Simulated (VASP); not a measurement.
# YbSe4 (Pm-3m) in VASP: single point with PBE

Aim: the single point of YbSe4 with PBE.

Everything below comes from runs of VASP 6.6.1. Logs are shortened: lines on timing, memory, paths and dates and some standing lists are left out, and cuts for length are marked.

## 1. The cell of the first run

Symmetry: Pm-3m, No. 221, cubic system. Conventional cell: a = 5.333 Å, b = 5.333 Å, c = 5.333 Å, α = 90.00°, β = 90.00°, γ = 90.00°. Yb (site symmetry m-3m) has 6 Se at 2.67 Å within 3.5 Å. Se (site symmetry m-3m) has 12 Se at 3.77 Å and 8 Yb at 4.62 Å within 5.0 Å. Within 3.5 Å of Se (site symmetry 4/mmm) lie 2 Yb at 2.67 Å.

## 2. Single point, PBE

Contents of POSCAR:

```
YbSe4
1.0
    5.3333263243      0.0000000000      0.0000000000
    0.0000000000      5.3333263243      0.0000000000
    0.0000000000      0.0000000000      5.3333263243
Yb Se
1 4
Direct
    0.5000000000      0.5000000000      0.5000000000
    0.0000000000      0.0000000000      0.0000000000
    0.5000000000      0.5000000000      0.0000000000
    0.5000000000      0.0000000000      0.5000000000
    0.0000000000      0.5000000000      0.5000000000
```

Contents of INCAR.step1:

```
ALGO     = Normal         # electronic algorithm
EDIFF    = 1E-6           # SCF threshold, eV
ENCUT    = 520            # plane-wave cutoff, eV
GGA      = PE             # functional
ISIF     = 2              # what is computed and relaxed
ISMEAR   = 0              # smearing method
LASPH    = True           # aspherical terms in the spheres
LCHARG   = True           # write CHGCAR
LMAXMIX  = 6              # l up to which the mixer works
LREAL    = False          # projectors in reciprocal space
LWAVE    = False          # write WAVECAR
NBANDS   = 32             # bands
NELM     = 60             # most SCF steps
PREC     = Accurate       # precision mode
SIGMA    = 0.1            # smearing width, eV
```

Contents of KPOINTS.step1:

```
k-points
0
Gamma
  8 8 8
```

Contents of INCAR.step2:

```
ALGO     = Normal         # electronic algorithm
EDIFF    = 1E-6           # SCF threshold, eV
ENCUT    = 520            # plane-wave cutoff, eV
GGA      = PE             # functional
ICHARG   = 11             # starting density
ISIF     = 2              # what is computed and relaxed
ISMEAR   = -5             # smearing method
LASPH    = True           # aspherical terms in the spheres
LCHARG   = False          # write CHGCAR
LMAXMIX  = 6              # l up to which the mixer works
LORBIT   = 11             # projections on sites
LREAL    = False          # projectors in reciprocal space
LWAVE    = False          # write WAVECAR
NBANDS   = 32             # bands
NEDOS    = 1001           # points of the DOS
NELM     = 60             # most SCF steps
PREC     = Accurate       # precision mode
SIGMA    = 0.1            # smearing width, eV
```

Contents of KPOINTS.step2:

```
k-points
0
Gamma
  12 12 12
```

Potentials or basis: VASP PAW PBE potentials, release 64 (Yb, Se).

On the command line:

```
cat potpaw_PBE.64/Yb/POTCAR potpaw_PBE.64/Se/POTCAR > POTCAR
cp INCAR.step1 INCAR
cp KPOINTS.step1 KPOINTS
mpirun -np 1 vasp_std > vasp.out
cp INCAR.step2 INCAR
cp KPOINTS.step2 KPOINTS
mpirun -np 1 vasp_std > vasp.out
```

OUTCAR:

```text
EDIFF = 1E-6
   ENCUT = 520
   GGA = PE
   ICHARG = 11
   ISIF = 2
   ISMEAR = -5
   LASPH = True
   LORBIT = 11
   LREAL = False
   NELM = 60
   PREC = Accurate

 ion  position               nearest neighbor table
   1  0.500  0.500  0.500-   3 2.67   4 2.67   5 2.67   3 2.67   4 2.67   5 2.67
   2  0.000  0.000  0.000-
   3  0.500  0.500  0.000-   1 2.67   1 2.67
   4  0.500  0.000  0.500-   1 2.67   1 2.67
   5  0.000  0.500  0.500-   1 2.67   1 2.67

  LATTYP: Found a simple cubic cell.
 ALAT       =     5.3333263243

  Lattice vectors:

 A1 = (   5.3333263243,   0.0000000000,   0.0000000000)
 A2 = (   0.0000000000,   5.3333263243,   0.0000000000)
 A3 = (   0.0000000000,   0.0000000000,   5.3333263243)

Analysis of symmetry for initial positions (statically):
=====================================================================
 Subroutine PRICEL returns:
 Original cell was already a primitive cell.

 Routine SETGRP: Setting up the symmetry group for a
 simple cubic supercell.

 Subroutine GETGRP returns: Found 48 space group operations
 (whereof 48 operations were pure point group operations)
 out of a pool of 48 trial point group operations.

The static configuration has the point symmetry O_h .

Analysis of symmetry for dynamics (positions and initial velocities):
=====================================================================
 Subroutine PRICEL returns:
 Original cell was already a primitive cell.

 Routine SETGRP: Setting up the symmetry group for a
 simple cubic supercell.

 Subroutine GETGRP returns: Found 48 space group operations
 (whereof 48 operations were pure point group operations)
 out of a pool of 48 trial point group operations.

The dynamic configuration has the point symmetry O_h .

 Subroutine INISYM returns: Found 48 space group operations
 (whereof 48 operations are pure point group operations),
 and found     1 'primitive' translations

----------------------------------------------------------------------------------------

                                     Primitive cell

  volume of cell :     151.7031

  direct lattice vectors                    reciprocal lattice vectors
     5.333326324  0.000000000  0.000000000     0.187500246  0.000000000  0.000000000
     0.000000000  5.333326324  0.000000000     0.000000000  0.187500246  0.000000000
     0.000000000  0.000000000  5.333326324     0.000000000  0.000000000  0.187500246

  length of vectors
     5.333326324  5.333326324  5.333326324     0.187500246  0.187500246  0.187500246

  position of ions in fractional coordinates (direct lattice)
     0.500000000  0.500000000  0.500000000
     0.000000000  0.000000000  0.000000000
     0.500000000  0.500000000  0.000000000
     0.500000000  0.000000000  0.500000000
     0.000000000  0.500000000  0.500000000

  ion indices of the primitive-cell ions
   primitive index   ion index
                 1           1
                 2           2
                 3           3
                 4           4
                 5           5

----------------------------------------------------------------------------------------

 KPOINTS: k-points

Automatic generation of k-mesh.
 Grid dimensions read from file:
 generate k-points for:   12   12   12

 Generating k-lattice:

  Cartesian coordinates                     Fractional coordinates (reciprocal lattice)
     0.015625021  0.000000000  0.000000000     0.083333333  0.000000000  0.000000000
     0.000000000  0.015625021  0.000000000     0.000000000  0.083333333  0.000000000
     0.000000000  0.000000000  0.015625021     0.000000000  0.000000000  0.083333333

  Length of vectors
     0.015625021  0.015625021  0.015625021

  Shift w.r.t. Gamma in fractional coordinates (k-lattice)
     0.000000000  0.000000000  0.000000000

 TETIRR: Found    854 inequivalent tetrahedra from    10368

 Subroutine IBZKPT returns following result:
 ===========================================

 Found     84 irreducible k-points:

 Following reciprocal coordinates:
            Coordinates               Weight
  0.000000  0.000000  0.000000      1.000000
  0.083333  0.000000  0.000000      6.000000
  0.166667  0.000000  0.000000      6.000000
  0.250000  0.000000  0.000000      6.000000
  0.333333  0.000000  0.000000      6.000000
  0.416667  0.000000  0.000000      6.000000
[... 16 lines left out ...]
  0.333333  0.333333  0.000000     12.000000
  0.416667  0.333333  0.000000     24.000000
 [... further k-points ...]
   k-points           NKPTS =     84   k-points in BZ     NKDIM =     84   number of bands    NBANDS=     32
   number of dos      NEDOS =   1001   number of ions     NIONS =      5
   total plane-waves  NPLWV =  64000
   dimension x,y,z NGX =    40 NGY =   40 NGZ =   40
   dimension x,y,z NGXF=    80 NGYF=   80 NGZF=   80
   ions per type =               1   4
   NGX,Y,Z   is equivalent  to a cutoff of  12.47, 12.47, 12.47 a.u.
   NGXF,Y,Z  is equivalent  to a cutoff of  24.94, 24.94, 24.94 a.u.
 SYSTEM =  unknown system
   PREC   = accura    normal or accurate (medium, high low for compatibility)
   ISTART =      0    job   : 0-new  1-cont  2-samecut
   ICHARG =     11    charge: 1-file 2-atom 10-const
   ISPIN  =      1    spin polarized calculation?
   LNONCOLLINEAR =      F non collinear calculations
   LSORBIT =      F    spin-orbit coupling
   LASPH  =      T    aspherical Exc in radial PAW
   ENCUT  =  520.0 eV  38.22 Ry    6.18 a.u.   9.92  9.92  9.92*2*pi/ulx,y,z
   NELM   =     60;   NELMIN=  2; NELMDL=  0     # of ELM steps
   EDIFF  = 0.1E-05   stopping-criterion for ELM
   LREAL  =      F    real-space projection
   EDIFFG = 0.1E-04   stopping-criterion for IOM
   NSW    =      0    number of steps for IOM
   IBRION =     -1    ionic relax: 0-MD 1-quasi-New 2-CG
   NFREE  =      0    steps in history (QN), initial steepest desc. (CG)
   ISIF   =      2    stress and relaxation
   ISYM   =      2    0-nonsym 1-usesym 2-fastsym
   POTIM  = 0.5000    time-step for ionic-motion
   TEBEG  =    0.0;   TEEND  =   0.0 temperature during run
   PSTRESS=    0.0 pullay stress
   NELECT =      48.0000    total number of electrons
   NUPDOWN=      -1.0000    fix difference up-down
   EMIN   =  10.00;   EMAX   =-10.00  energy-range for DOS
   EFERMI =   0.00;   METHOD = LEGACY
   ISMEAR =    -5;   SIGMA  =   0.10  broadening in eV -4-tet -1-fermi 0-gaus
   EFERMI_NEDOS =   21; number of points for ismear=-14 and -15
   IALGO  =     38    algorithm
   IMIX   =      4    mixing-type and parameters
     AMIX     =   0.40;   BMIX     =  1.00
     AMIX_MAG =   1.60;   BMIX_MAG =  1.00
  volume/ion in A,a.u.               =      30.34       204.75
  Fermi-wavevector in a.u.,A,eV,Ry     =   1.115554  2.108091 16.931902  1.244460
  Thomas-Fermi vector in A             =   2.252159
   LORBIT       =     11    0 simple, 1 ext, 2 COOP (PROOUT), +10 PAW based schemes
   GGA     = PE    functional components
   LHFCALC =     F    Hartree Fock is set to
   AEXX    =    0.0000 exact exchange contribution
   IVDW    =     0    specifies the selected vdW correction
   LEPSILON=     F    determine dielectric tensor
   LRPA    =     F    only Hartree local field effects (RPA)
 non-spin polarized calculation
 Fermi weights with tetrahedron method with Bloechl corrections
  energy-cutoff  :      520.00
  volume of cell :      151.70
 maximum number of plane-waves:      4116
 NGX is ok and might be reduce to    40

 number of electron      48.0000020 magnetization

 Free energy of the ion-electron system (eV)
  ---------------------------------------------------
  ext. energy  EPLUGINS =         0.00000000
  ---------------------------------------------------
  free energy    TOTEN  =       -16.79265739 eV

  energy without entropy =      -16.79265739  energy(sigma->0) =      -16.79265739

 E-fermi :   0.7881     XC(G=0):  -8.8268

 val. band max:        0.8254579263   @ k =   0.5000   0.2500   0.2500
 cond. band min:       0.7693193210   @ k =   0.5000   0.2500   0.0833
 fundamental gap:     -0.0561386053
 Fermi energy:         0.7880835592

 k-point     1 :       0.0000    0.0000    0.0000
  band No.  band energies     occupation
      1     -50.1981      2.00000
      2     -22.4439      2.00000
      3     -22.4439      2.00000
      4     -22.4439      2.00000
      5     -11.8591      2.00000
      6     -10.8724      2.00000
[... 24 lines left out ...]
     31       6.5161      0.00000
     32       6.6895      0.00000

 k-point     2 :       0.0833    0.0000    0.0000
  band No.  band energies     occupation
      1     -50.1981      2.00000
      2     -22.4455      2.00000
      3     -22.4438      2.00000
      4     -22.4438      2.00000
      5     -11.8383      2.00000
      6     -10.8717      2.00000
[... 24 lines left out ...]
     31       6.6797      0.00000
     32       6.7559      0.00000
[... 733 lines left out ...]
     31       6.7809      0.00000
     32       8.7518      0.00000

 k-point    24 :       0.4167    0.3333    0.0000
  band No.  band energies     occupation
      1     -50.1982      2.00000
      2     -22.4666      2.00000
      3     -22.4619      2.00000
      4     -22.4426      2.00000
      5     -11.2560      2.00000
      6     -10.8929      2.00000
[... 24 lines left out ...]
     31       6.7857      0.00000
     32       8.9280      0.00000

 [... further k-points ...]

------------------------ aborting loop because EDIFF is reached ----------------------------------------

  FORCE on cell =-STRESS in cart. coord.  units (eV):
  Direction    XX          YY          ZZ          XY          YZ          ZX
  --------------------------------------------------------------------------------------
  -------------------------------------------------------------------------------------
  Total       -2.7218702     -2.7218702     -2.7218702      0.0000000     -0.0000000      0.0000000
  in kB      -28.7464035    -28.7464035    -28.7464035      0.0000000     -0.0000000      0.0000000
  external PRESSURE =     -28.7464035 kB  Pullay stress =       0.0000000 kB

 VOLUME and BASIS-vectors are now :
 -----------------------------------------------------------------------------
  energy-cutoff  :      520.00
  volume of cell :      151.70
      direct lattice vectors                 reciprocal lattice vectors
     5.333326324  0.000000000  0.000000000     0.187500246  0.000000000  0.000000000
     0.000000000  5.333326324  0.000000000     0.000000000  0.187500246  0.000000000
     0.000000000  0.000000000  5.333326324     0.000000000  0.000000000  0.187500246

 POSITION                                       TOTAL-FORCE (eV/Angst)
 -----------------------------------------------------------------------------------
      2.66666      2.66666      2.66666         0.000000      0.000000      0.000000
      0.00000      0.00000      0.00000         0.000000      0.000000      0.000000
      2.66666      2.66666      0.00000         0.000000      0.000000      0.000000
      2.66666      0.00000      2.66666         0.000000      0.000000      0.000000
      0.00000      2.66666      2.66666         0.000000      0.000000      0.000000
 -----------------------------------------------------------------------------------
    total drift:                               -0.000000      0.000000     -0.000000

  FREE ENERGIE OF THE ION-ELECTRON SYSTEM (eV)
  ---------------------------------------------------
  free  energy   TOTEN  =       -16.7926573947 eV

  energy  without entropy=      -16.7926573947  energy(sigma->0) =      -16.79265739

 total charge

# of ion       s       p       d       f       tot
--------------------------------------------------
    1        2.165   6.130   0.613  13.379  22.287
    2        1.518   2.009   0.006   0.000   3.533
    3        1.488   2.238   0.014   0.000   3.739
    4        1.488   2.238   0.014   0.000   3.739
    5        1.488   2.238   0.014   0.000   3.739
--------------------------------------------------
tot          8.146  14.852   0.659  13.379  37.037
```

It took 11 min on 1 thread of Intel Xeon Platinum 8488C (Sapphire Rapids), shared host; peak memory 0.53 GiB.

What came out:

```
Valence electrons inside the program's atomic spheres : Yb 22.29; Se 3.53, 3.74 (each value once)
```

Caveat: spin-orbit coupling is left out, which moves the levels of the heavy elements; tetrahedron occupations give inexact forces and stress in metals. Spin polarisation is off, so any magnetic state and its effect on volume and gap are missing.
